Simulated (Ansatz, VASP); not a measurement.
## One calculation of Au, two programs

The input POSCAR:

```
Au
1.0
    0.0000000000      2.0761825000      2.1068650000
    2.0761825000      0.0000000000      2.1068650000
    2.0761825000      2.0761825000      0.0000000000
Au
1
Direct
    0.0000000000      0.0000000000      0.0000000000
```

File INCAR.step1:

```
PREC = Accurate ; ENCUT = 520
ISMEAR = 0 ; SIGMA = 0.15
LREAL = F ; LASPH = T
NELM = 60 ; NBANDS = 12
GGA = PE ; ALGO = Normal
EDIFF = 1E-4 ; LWAVE = T
LCHARG = F
```

INCAR.step2

```
PREC = Accurate ; ENCUT = 520
EDIFF = 1E-6 ; ISMEAR = 0
SIGMA = 0.15 ; LREAL = F
LASPH = T ; NELM = 60
ALGO = Normal ; ISIF = 2
LWAVE = F ; LCHARG = F
METAGGA = R2SCAN ; LMIXTAU = T
NBANDS = 12 ; ISTART = 1
```

File KPOINTS:

```
Automatic mesh
0
Gamma
  20 20 20
```

Input for Ansatz:

```yaml
crystal:
  lattice:
    - [0.0, 2.0761825, 2.106865]
    - [2.0761825, 0.0, 2.106865]
    - [2.0761825, 2.0761825, 0.0]
  atoms:
    - { symbol: Au, position: [0.0, 0.0, 0.0] }
basis:
  ecutwfc: 500
kpoints:
  mp_grid: { grid: [20, 20, 20] }
hamiltonian:
  xc: r2scan
scf:
  occupations: { method: gaussian, width: 0.15 }
output:
  forces: true
  stress: true
  eigenvalues: true
  write_density: true
  write_potential: true
  elf: true
  volumetric_format: npy
```

Change from the starting cell: strain +0.015 along x and y, +0.030 along z, atoms carried along.

Alike in both runs: task single point; functional r2SCAN; k mesh 20 × 20 × 20; occupations gaussian, width 0.15 eV; no spin polarisation.

```csv
,VASP,Ansatz
version,VASP 6.6.1,Ansatz 0.2.0
potentials or method,"VASP PAW PBE potentials, release 64 (Au), cutoff 520 eV","scalar-relativistic, plane waves, PAW"
valence electrons in the cell,11,19
```

VASP gave:

- gap on the k mesh at the Fermi level (eV): none
- pressure (GPa): -4.6
- traceless stress, the component that is largest in VASP (GPa): -0.23

Problem. Estimate Ansatz's values.

Solution. gap on the k mesh at the Fermi level (eV): none; pressure (GPa): -4.8; traceless stress, the component that is largest in VASP (GPa): -0.22.

VASP's potentials were made for PBE, not for r2SCAN. A gap of «none» marks a metal or a gap that the smearing closes. VASP's potentials hold 11 valence electrons a cell and Ansatz's 19, so a difference there can come from the potentials and not from the codes.

Spin-orbit coupling is off throughout.
